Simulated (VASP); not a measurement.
## InSb: single point with PBEsol

Crystal: InSb.

```xyz
2
Lattice="0.0000 3.2595 3.2595 3.2595 0.0000 3.2595 3.2595 3.2595 0.0000" Properties=species:S:1:pos:R:3 pbc="T T T"
In    0.0000    0.0000    0.0000
Sb    1.6297    1.6297    1.6297
```

| Item | Value |
| --- | --- |
| Program | VASP 6.6.1 |
| Task | single point |
| Functional | PBEsol |
| Potentials or basis | VASP PAW PBE potentials, release 64 (In_d, Sb) |
| Cutoff | 520 eV |
| k mesh | 12 × 12 × 12 |
| Occupations | gaussian, width 0.1 eV |
| Spin | no spin polarisation |
| Dipole correction | no |
| Further INCAR settings | ALGO = Normal; EDIFF = 1e-07; NBANDS = 16 |

| Item | Value |
| --- | --- |
| Pressure | 0.0 GPa |
| Band gap on the k mesh | zero (filled and empty bands touch) |

Levels at points of the mesh, in eV from the Fermi level:
| k point | band 5 | band 6 | band 7 | band 8 | band 9 | band 10 | band 11 | band 12 | band 13 | band 14 |
| --- | --- | --- | --- | --- | --- | --- | --- | --- | --- | --- |
| (0.00, 0.00, 0.00) | -14.48 | -10.69 | -0.42 | -0.06 | -0.06 | -0.06 | 2.88 | 2.88 | 2.88 | 5.49 |
| (0.50, 0.00, 0.00) | -14.47 | -9.36 | -5.63 | -1.04 | -1.04 | 0.38 | 3.72 | 3.72 | 5.91 | 8.01 |
| (0.50, 0.50, 0.00) | -14.47 | -8.77 | -5.93 | -2.27 | -2.27 | 1.22 | 1.23 | 7.96 | 7.96 | 8.53 |

Run time: 44 s on 1 thread of Intel(R) Xeon(R) 6975P-C (Granite Rapids) (shared host), peak memory 0.25 GiB.

Caveat: the PAW data sets were made with another functional, which shifts forces and pressure a little; spin-orbit coupling is left out, which moves the levels of the heavy elements.
